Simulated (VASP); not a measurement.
# Os (P6_3/mmc) in VASP: settings compared

The runs below take Os through single point, with BLYP+D4, SVWN5, LDA.

Everything below comes from runs of VASP 6.6.1. Logs are shortened: lines on timing, memory, paths and dates and some standing lists are left out, and cuts for length are marked.

## 1. The cell of the first run

The structure is hexagonal, space group P6_3/mmc (No. 194). Conventional cell: a = 2.734 Å, b = 2.734 Å, c = 4.320 Å, α = 90.00°, β = 90.00°, γ = 120.00°. Os (site symmetry -6m2) has 12 Os at 2.68 to 2.73 Å within 3.5 Å.

## 2. Single point, BLYP+D4

INCAR reads:

```
  AGGAC = 1.0
  AGGAX = 1.0
  ALDAC = 0.0
  ALDAX = 1.0
  ALGO = Normal
  EDIFF = 1E-6
  ENCUT = 520
  GGA = B5
  ISIF = 2
  ISMEAR = -1
  IVDW = 13
  LASPH = True
  LCHARG = True
  LELF = True
  LREAL = False
  LVHAR = True
  LWAVE = False
  NBANDS = 15
  NELM = 100
  PREC = Accurate
  SIGMA = 0.05
  VDW_A1 = 0.44488865
  VDW_A2 = 4.0933009
  VDW_S6 = 1.0
  VDW_S8 = 2.34076671
```

KPOINTS reads:

```
k-points
0
Gamma
  11 11 6
```

POSCAR reads:

```
Os
1.0
    2.7341000000      0.0000000000      0.0000000000
   -1.3670500000      2.3678000565      0.0000000000
    0.0000000000      0.0000000000      4.3197000000
Os
2
Direct
    0.6666666667      0.3333333333      0.7500000000
    0.3333333333      0.6666666667      0.2500000000
```

Potentials or basis: VASP PAW PBE potentials, release 64 (Os).

Launch:

```console
$ cat potpaw_PBE.64/Os/POTCAR > POTCAR
$ mpirun -np 1 vasp_std > vasp.out
```

OUTCAR:

```text
EDIFF = 1E-6
   ENCUT = 520
   GGA = B5
   ISIF = 2
   ISMEAR = -1
   IVDW = 13
   LASPH = True
   LREAL = False
   NELM = 100
   PREC = Accurate

 ion  position               nearest neighbor table
   1  0.667  0.333  0.750-   2 2.68   2 2.68   2 2.68   2 2.68   2 2.68   2 2.68
   2  0.333  0.667  0.250-   1 2.68   1 2.68   1 2.68   1 2.68   1 2.68   1 2.68

  LATTYP: Found a hexagonal cell.
 ALAT       =     2.7341000000
 C/A-ratio  =     1.5799348963

  Lattice vectors:

 A1 = (   2.7341000000,   0.0000000000,   0.0000000000)
 A2 = (  -1.3670500000,   2.3678000565,   0.0000000000)
 A3 = (   0.0000000000,   0.0000000000,   4.3197000000)

Analysis of symmetry for initial positions (statically):
=====================================================================
 Subroutine PRICEL returns:
 Original cell was already a primitive cell.

 Routine SETGRP: Setting up the symmetry group for a
 hexagonal supercell.

 Subroutine GETGRP returns: Found 24 space group operations
 (whereof 12 operations were pure point group operations)
 out of a pool of 24 trial point group operations.

The static configuration has the point symmetry D_3d.
 The point group associated with its full space group is D_6h.

Analysis of symmetry for dynamics (positions and initial velocities):
=====================================================================
 Subroutine PRICEL returns:
 Original cell was already a primitive cell.

 Routine SETGRP: Setting up the symmetry group for a
 hexagonal supercell.

 Subroutine GETGRP returns: Found 24 space group operations
 (whereof 12 operations were pure point group operations)
 out of a pool of 24 trial point group operations.

The dynamic configuration has the point symmetry D_3d.
 The point group associated with its full space group is D_6h.

 Subroutine INISYM returns: Found 24 space group operations
 (whereof 12 operations are pure point group operations),
 and found     1 'primitive' translations

----------------------------------------------------------------------------------------

                                     Primitive cell

  volume of cell :      27.9649

  direct lattice vectors                    reciprocal lattice vectors
     2.734100000  0.000000000  0.000000000     0.365751070  0.211166479  0.000000000
    -1.367050000  2.367800057  0.000000000     0.000000000  0.422332957  0.000000000
     0.000000000  0.000000000  4.319700000     0.000000000  0.000000000  0.231497558

  length of vectors
     2.734100000  2.734100000  4.319700000     0.422332957  0.422332957  0.231497558

  position of ions in fractional coordinates (direct lattice)
     0.666666667  0.333333333  0.750000000
     0.333333333  0.666666667  0.250000000

  ion indices of the primitive-cell ions
   primitive index   ion index
                 1           1
                 2           2

----------------------------------------------------------------------------------------

 KPOINTS: k-points

Automatic generation of k-mesh.
 Grid dimensions read from file:
 generate k-points for:   11   11    6

 Generating k-lattice:

  Cartesian coordinates                     Fractional coordinates (reciprocal lattice)
     0.033250097  0.019196953  0.000000000     0.090909091 -0.000000000  0.000000000
     0.000000000  0.038393905  0.000000000     0.000000000  0.090909091  0.000000000
     0.000000000  0.000000000  0.038582926     0.000000000  0.000000000  0.166666667

  Length of vectors
     0.038393905  0.038393905  0.038582926

  Shift w.r.t. Gamma in fractional coordinates (k-lattice)
     0.000000000  0.000000000  0.000000000

 Subroutine IBZKPT returns following result:
 ===========================================

 Found     64 irreducible k-points:

 Following reciprocal coordinates:
            Coordinates               Weight
  0.000000  0.000000  0.000000      1.000000
  0.090909  0.000000  0.000000      6.000000
  0.181818  0.000000  0.000000      6.000000
  0.272727 -0.000000  0.000000      6.000000
  0.363636 -0.000000  0.000000      6.000000
  0.454545  0.000000  0.000000      6.000000
[... 16 lines left out ...]
  0.090909  0.090909  0.166667     12.000000
  0.181818  0.090909  0.166667     24.000000
 [... further k-points ...]
   k-points           NKPTS =     64   k-points in BZ     NKDIM =     64   number of bands    NBANDS=     15
   number of dos      NEDOS =    301   number of ions     NIONS =      2
   total plane-waves  NPLWV =  12800
   dimension x,y,z NGX =    20 NGY =   20 NGZ =   32
   dimension x,y,z NGXF=    40 NGYF=   40 NGZF=   64
   ions per type =               2
   NGX,Y,Z   is equivalent  to a cutoff of  12.16, 12.16, 12.32 a.u.
   NGXF,Y,Z  is equivalent  to a cutoff of  24.32, 24.32, 24.63 a.u.
 SYSTEM =  unknown system
   PREC   = accura    normal or accurate (medium, high low for compatibility)
   ISTART =      0    job   : 0-new  1-cont  2-samecut
   ICHARG =      2    charge: 1-file 2-atom 10-const
   ISPIN  =      1    spin polarized calculation?
   LNONCOLLINEAR =      F non collinear calculations
   LSORBIT =      F    spin-orbit coupling
   LASPH  =      T    aspherical Exc in radial PAW
   ENCUT  =  520.0 eV  38.22 Ry    6.18 a.u.   5.08  5.08  8.03*2*pi/ulx,y,z
   NELM   =    100;   NELMIN=  2; NELMDL= -5     # of ELM steps
   EDIFF  = 0.1E-05   stopping-criterion for ELM
   LREAL  =      F    real-space projection
   EDIFFG = 0.1E-04   stopping-criterion for IOM
   NSW    =      0    number of steps for IOM
   IBRION =     -1    ionic relax: 0-MD 1-quasi-New 2-CG
   NFREE  =      0    steps in history (QN), initial steepest desc. (CG)
   ISIF   =      2    stress and relaxation
   ISYM   =      2    0-nonsym 1-usesym 2-fastsym
   POTIM  = 0.5000    time-step for ionic-motion
   TEBEG  =    0.0;   TEEND  =   0.0 temperature during run
   PSTRESS=    0.0 pullay stress
   NELECT =      16.0000    total number of electrons
   NUPDOWN=      -1.0000    fix difference up-down
   EMIN   =  10.00;   EMAX   =-10.00  energy-range for DOS
   EFERMI =   0.00;   METHOD = LEGACY
   ISMEAR =    -1;   SIGMA  =   0.05  broadening in eV -4-tet -1-fermi 0-gaus
   EFERMI_NEDOS =   21; number of points for ismear=-14 and -15
   IALGO  =     38    algorithm
   IMIX   =      4    mixing-type and parameters
     AMIX     =   0.40;   BMIX     =  1.00
     AMIX_MAG =   1.60;   BMIX_MAG =  1.00
  volume/ion in A,a.u.               =      13.98        94.36
  Fermi-wavevector in a.u.,A,eV,Ry     =   1.359076  2.568282 25.131161  1.847088
  Thomas-Fermi vector in A             =   2.485855
   LORBIT       =      0    0 simple, 1 ext, 2 COOP (PROOUT), +10 PAW based schemes
   GGA     = B5    functional components
   LHFCALC =     F    Hartree Fock is set to
   AEXX    =    0.0000 exact exchange contribution
   IVDW    =    13    specifies the selected vdW correction
   LEPSILON=     F    determine dielectric tensor
   LRPA    =     F    only Hartree local field effects (RPA)
 non-spin polarized calculation
  energy-cutoff  :      520.00
  volume of cell :       27.96
 maximum number of plane-waves:       768
   NGX = 11   NGY = 11   NGZ = 17

 number of electron      15.9999998 magnetization

 Free energy of the ion-electron system (eV)
  ---------------------------------------------------
  ext. energy  EPLUGINS =         0.00000000
  ---------------------------------------------------
  free energy    TOTEN  =       -19.12838878 eV

  energy without entropy =      -19.11443250  energy(sigma->0) =      -19.12141064

 E-fermi :  10.0348     XC(G=0): -13.3460

 val. band max:       10.0089604198   @ k =   0.3636  -0.0000   0.3333
 cond. band min:      10.0927753006   @ k =   0.3636   0.0909   0.3333
 fundamental gap:      0.0838148808
 Fermi energy:        10.0347562609

 k-point     1 :       0.0000    0.0000    0.0000
  band No.  band energies     occupation
      1      -0.6633      2.00000
      2       2.3556      2.00000
      3       7.0156      2.00000
      4       7.0156      2.00000
      5       7.2563      2.00000
      6       7.8472      2.00000
      7       7.8472      2.00000
      8       8.4898      2.00000
      9       8.4898      2.00000
     10      10.4348      0.00067
     11      11.7632      0.00000
     12      11.7632      0.00000
     13      19.2208      0.00000
     14      24.4667      0.00000
     15      27.0881      0.00000

 k-point     2 :       0.0909    0.0000    0.0000
  band No.  band energies     occupation
      1      -0.3296      2.00000
      2       2.6488      2.00000
      3       6.4677      2.00000
      4       7.3107      2.00000
      5       7.6200      2.00000
      6       7.7749      2.00000
      7       8.0507      2.00000
      8       8.1228      2.00000
      9       8.2624      2.00000
     10       9.2155      2.00000
     11      11.9189      0.00000
     12      13.5146      0.00000
     13      19.1879      0.00000
     14      25.1377      0.00000
     15      27.5091      0.00000

 k-point     3 :       0.1818    0.0000    0.0000
  band No.  band energies     occupation
      1       0.5895      2.00000
      2       3.3303      2.00000
      3       5.8464      2.00000
      4       6.6451      2.00000
      5       7.2137      2.00000
      6       7.7485      2.00000
      7       8.1637      2.00000
      8       8.5163      2.00000
      9       8.5194      2.00000
     10       8.9128      2.00000
     11      12.2361      0.00000
     12      15.9433      0.00000
     13      19.0055      0.00000
     14      26.1459      0.00000
     15      27.7621      0.00000
[... 343 lines left out ...]
 k-point    23 :       0.0909    0.0909    0.1667
  band No.  band energies     occupation
      1       0.6106      2.00000
      2       3.2560      2.00000
      3       5.9775      2.00000
      4       6.4273      2.00000
      5       7.1225      2.00000
      6       7.4758      2.00000
      7       8.0018      2.00000
      8       8.2943      2.00000
      9       9.0318      2.00000
     10       9.0638      2.00000
     11      12.0350      0.00000
     12      14.1797      0.00000
     13      20.7612      0.00000
     14      25.6892      0.00000
     15      27.7483      0.00000

 k-point    24 :       0.1818    0.0909    0.1667
  band No.  band energies     occupation
      1       1.6390      2.00000
      2       3.9619      2.00000
      3       5.3823      2.00000
      4       5.5760      2.00000
      5       6.7759      2.00000
      6       7.3947      2.00000
      7       8.0036      2.00000
      8       8.9201      2.00000
      9       9.5392      1.99990
     10       9.9021      1.86838
     11      12.1944      0.00000
     12      15.7217      0.00000
     13      20.7686      0.00000
     14      25.4352      0.00000
     15      26.5272      0.00000

 [... further k-points ...]

------------------------ aborting loop because EDIFF is reached ----------------------------------------

  DFT-D4 for vdW energy calculation

  Edisp (eV):   -2.67490

  FORCE on cell =-STRESS in cart. coord.  units (eV):
  Direction    XX          YY          ZZ          XY          YZ          ZX
  --------------------------------------------------------------------------------------
  -------------------------------------------------------------------------------------
  Total       2.51106     2.51106     2.60623    -0.00000    -0.00000     0.00000
  in kB     143.86462   143.86462   149.31725    -0.00000    -0.00000     0.00000
  external pressure =      145.68 kB  Pullay stress =        0.00 kB

 VOLUME and BASIS-vectors are now :
 -----------------------------------------------------------------------------
  energy-cutoff  :      520.00
  volume of cell :       27.96
      direct lattice vectors                 reciprocal lattice vectors
     2.734100000  0.000000000  0.000000000     0.365751070  0.211166479  0.000000000
    -1.367050000  2.367800057  0.000000000     0.000000000  0.422332957  0.000000000
     0.000000000  0.000000000  4.319700000     0.000000000  0.000000000  0.231497558

 POSITION                                       TOTAL-FORCE (eV/Angst)
 -----------------------------------------------------------------------------------
      1.36705      0.78927      3.23977        -0.000000      0.000000      0.000000
     -0.00000      1.57853      1.07993         0.000000     -0.000000      0.000000
 -----------------------------------------------------------------------------------
    total drift:                               -0.000000      0.000000     -0.000000

  FREE ENERGIE OF THE ION-ELECTRON SYSTEM (eV)
  ---------------------------------------------------
  free  energy   TOTEN  =       -21.8032873374 eV

  energy  without entropy=      -21.7893310492  energy(sigma->0) =      -21.79630919
```

Wall time 26 s (1 thread of Intel Xeon 8259CL, shared host); peak memory 0.15 GiB.

Results:

| Property | Result |
| --- | --- |
| Free energy | -21.8033 eV |
| Pressure | 14.6 GPa |
| Band gap on the k mesh | zero (bands 8 and 9 overlap by 3.90 eV) |
| Dispersion energy per atom | -1.337 eV |

Stress tensor (GPa, compression positive):
```
14.39  0.00  0.00
 0.00 14.39  0.00
 0.00  0.00 14.93
```

Levels at points of the mesh, in eV from the Fermi level:
```csv
k point,band 4,band 5,band 6,band 7,band 8,band 9,band 10,band 11,band 12,band 13
"(0.00, 0.00, 0.00)",-3.02,-2.78,-2.19,-2.19,-1.54,-1.54,0.40,1.73,1.73,9.19
"(0.00, 0.00, 0.50)",-3.47,-3.22,-3.22,-3.22,-3.22,0.92,0.92,0.92,0.92,14.12
```

Caveat: the cell stands under pressure; the PAW data sets were made with another functional, which shifts forces and pressure a little; spin-orbit coupling is left out, which moves the levels of the heavy elements.

(Part 1 of 2 ends here.)
